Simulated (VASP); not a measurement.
Crystal: AlN.

```xyz
2
Lattice="0.0000 2.0189 2.0189 2.0189 0.0000 2.0189 2.0189 2.0189 0.0000" Properties=species:S:1:pos:R:3 pbc="T T T"
Al    0.0000    0.0000    0.0000
N     2.0189    2.0189    2.0189
```

Base run:

| Quantity | Value |
| --- | --- |
| Program | VASP 6.6.1 |
| Functional | r2SCAN |
| Potentials or basis | VASP PAW PBE potentials, release 64 (Al, N) |
| Cutoff | 520 eV |
| k mesh | 8 × 8 × 8 |
| Occupations | gaussian, width 0.01 eV |
| Spin | no spin polarisation |

Its results: band gap on the k mesh 5.53 eV (least direct gap 6.58 eV); pressure -0.8 GPa.

**Question.** After a change of settings the same cell gave: band gap on the k mesh 6.78 eV (least direct gap 8.01 eV); pressure -1.4 GPa. Which change was it?
A. functional from r2SCAN to PBE; further incar settings from ALGO = Normal; EDIFF = 1e-07; NBANDS = 11 to ALGO = Normal; EDIFF = 1e-06; NBANDS = 11
B. functional from r2SCAN to PBE
C. functional from r2SCAN to HSE06; further incar settings from ALGO = Normal; EDIFF = 1e-07; NBANDS = 11 to ALGO = Normal; EDIFF = 1e-06; NBANDS = 11
D. functional from r2SCAN to PBE0

**Answer.** D.

Caveats: the PAW data sets were made with another functional, which shifts forces and pressure a little.
